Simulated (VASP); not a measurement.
Input of a VASP 6.6.1 run:

The input INCAR:

```
SYSTEM = Ag
ALGO = Normal
EDIFF = 1E-6
ENCUT = 520
GGA = PE
ISIF = 2
ISMEAR = 0
LASPH = .True.
LCHARG = .False.
LREAL = .False.
LWAVE = .False.
NBANDS = 12
NELM = 60
PREC = Accurate
SIGMA = 0.05
```

The input KPOINTS:

```
k-points
0
Gamma
  9 9 9
  0 0 0
```

POSCAR

```
Ag
1.0
    2.7474580767      0.0000000000      0.0000000000
    0.0000000000      2.7474580767      0.0000000000
    0.0000000000      0.0000000000      2.7474580767
Ag
1
Direct
    0.0000000000      0.0000000000      0.0000000000
```

Potentials or basis: VASP PAW PBE potentials, release 64 (Ag).

The run is started by

```console
$ cat potpaw_PBE.64/Ag/POTCAR > POTCAR
$ mpirun -np 1 vasp_std > vasp.out
```

Predict the pressure.

-0.1 GPa.
